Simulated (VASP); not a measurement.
Here is a VASP 6.6.1 calculation.

The input POSCAR:

```
MgO
1.0
    2.4357704171      0.0000000000      0.0000000000
    0.0000000000      2.4357704171      0.0000000000
    0.0000000000      0.0000000000      2.4357704171
Mg O
1 1
Direct
    0.0000000000      0.0000000000      0.0000000000
    0.5000000000      0.5000000000      0.5000000000
```

INCAR.step1

```
PREC     = Accurate       # precision mode
ENCUT    = 520            # plane-wave cutoff, eV
ISMEAR   = 0              # smearing method
SIGMA    = 0.05           # smearing width, eV
LREAL    = False          # projectors in reciprocal space
LASPH    = True           # aspherical terms in the spheres
NELM     = 80             # most SCF steps
NBANDS   = 11             # bands
GGA      = PE             # functional
ALGO     = Normal         # electronic algorithm
EDIFF    = 1E-4           # SCF threshold, eV
LWAVE    = True           # write WAVECAR
LCHARG   = False          # write CHGCAR
```

File INCAR.step2:

```
PREC     = Accurate       # precision mode
ENCUT    = 520            # plane-wave cutoff, eV
EDIFF    = 1E-6           # SCF threshold, eV
ISMEAR   = 0              # smearing method
SIGMA    = 0.05           # smearing width, eV
LREAL    = False          # projectors in reciprocal space
LASPH    = True           # aspherical terms in the spheres
NELM     = 80             # most SCF steps
ALGO     = Normal         # electronic algorithm
ISIF     = 2              # what is computed and relaxed
LWAVE    = False          # write WAVECAR
LCHARG   = False          # write CHGCAR
METAGGA  = R2SCAN         # meta-GGA
LMIXTAU  = True         
NBANDS   = 11             # bands
ISTART   = 1
```

KPOINTS

```
Automatic mesh
0
Gamma
  10 10 10
```

Potentials or basis: VASP PAW PBE potentials, release 64 (Mg, O).

Run with:

```bash
$ cat potpaw_PBE.64/Mg/POTCAR potpaw_PBE.64/O/POTCAR > POTCAR
$ cp INCAR.step1 INCAR
$ mpirun -np 1 vasp_std > vasp.out
$ cp INCAR.step2 INCAR
$ mpirun -np 1 vasp_std > vasp.out
```

(1) What does it give for the band gap on the k mesh?

(2) Predict the pressure.

Answers

(1) 6.01 eV, indirect (least direct gap 6.77 eV).

(2) 53.9 GPa.

Caveat: the PAW data sets were made with another functional, which shifts forces and pressure a little.
